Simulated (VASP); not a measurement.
A run of VASP 6.6.1 is set up as follows.

File INCAR:

```
PREC = Accurate
ENCUT = 520
EDIFF = 1E-6
ISMEAR = 0
SIGMA = 0.02
LREAL = Auto
LASPH = True
NELM = 150
ALGO = Normal
ISIF = 2
LWAVE = False
LCHARG = False
ISPIN = 2
MAGMOM = 0 0 0 0 0 0 0 0 0 0 0 0 0 0 0 0 0 0 1
LORBIT = 11
GGA = PS
NBANDS = 56
```

File KPOINTS:

```
Automatic mesh
0
Gamma
  2 2 1
```

POSCAR

```
LiC18
1.0
    7.3980000000      0.0000000000      0.0000000000
   -3.6990000000      6.4068560000      0.0000000000
    0.0000000000      0.0000000000     13.0000000000
C Li
18 1
Direct
   -0.0063959176     -0.0025266523      0.0787581150
    0.2153415292      0.1076021083      0.0786570266
   -0.0063958850      0.3293468541      0.0787571525
    0.2153415067      0.4409555800      0.0786570842
   -0.0057777092      0.6637193178      0.0777911674
    0.2163101048      0.7747631369      0.0787772710
    0.3264425752     -0.0034978064      0.0786734277
    0.5481821708      0.1066298270      0.0786880790
    0.3254642416      0.3293402373      0.0786294037
    0.5475463572      0.4403812018      0.0775402745
    0.3264426507      0.6631566218      0.0786738953
    0.5481822595      0.7747684273      0.0786897399
    0.6597926952     -0.0034956239      0.0786728208
    0.8819967853      0.1076064613      0.0786866200
    0.6592223623      0.3287224830      0.0776117372
    0.8825592504      0.4403957230      0.0777348022
    0.6592226107      0.6637158575      0.0776140519
    0.8825594767      0.7753797952      0.0777368098
    0.7697902354      0.5514938503      0.2050355214
```

Potentials or basis: VASP PAW PBE potentials, release 64 (C, Li_sv).

Run with:

```console
$ cat potpaw_PBE.64/C/POTCAR potpaw_PBE.64/Li_sv/POTCAR > POTCAR
$ mpirun -np 1 vasp_std > vasp.out
```

Estimate the largest force.

0.035 eV/Å.

Estimate the net moment.

0.00 μB per cell.

Forces on the atoms (eV/Å):
```
C    0.001 -0.001  0.000
C   -0.001 -0.004 -0.002
C   -0.009  0.008 -0.003
C   -0.004 -0.001  0.004
C    0.001 -0.004 -0.008
C   -0.004 -0.008  0.001
C   -0.006  0.002  0.000
C    0.001  0.003 -0.002
C   -0.001 -0.003  0.002
C   -0.001 -0.002 -0.006
C   -0.004 -0.004  0.001
C    0.001  0.000  0.001
C    0.007  0.006 -0.003
C   -0.001 -0.002  0.003
C    0.006  0.000 -0.005
C    0.006 -0.005 -0.004
C    0.002  0.003 -0.005
C    0.002  0.005 -0.007
Li   0.006  0.007  0.034
```

Caveat: the k points lie up to 0.49 Å⁻¹ apart; the PAW data sets were made with another functional, which shifts forces and pressure a little.
